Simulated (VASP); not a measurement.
Os, 2 atoms in the cell. Symmetry: P6_3/mmc, No. 194, hexagonal system. Conventional cell: a = 2.713 Å, b = 2.713 Å, c = 4.294 Å, α = 90.00°, β = 90.00°, γ = 120.00°. Os (site symmetry -6m2) has 12 Os at 2.66 to 2.71 Å within 3.5 Å. 

```yaml
Program: VASP 6.6.1
Task: single point
Functional: LDA
Potentials_or_basis: VASP PAW LDA potentials, release 64 (Os)
Cutoff: 520 eV
k_mesh: 9 × 9 × 5
Occupations: gaussian, width 0.1 eV
Spin: no spin polarisation
Dipole_correction: no
Further_INCAR_settings: ALGO = Normal; EDIFF = 1e-06; NBANDS = 15
```

Potentials or basis: VASP PAW LDA potentials, release 64 (Os).

Command:

```bash
$ cat potpaw_LDA.64/Os/POTCAR > POTCAR
$ mpirun -np 1 vasp_std > vasp.out
```

Hardware: 1 thread of AMD EPYC 7571, on a shared host.

Problem. How long does it take, and how much memory?

Solution. It took 24 s on 1 thread of AMD EPYC 7571, with other jobs on the host, peak memory 0.1 GiB. Counts: scf iterations 12, k points 36.
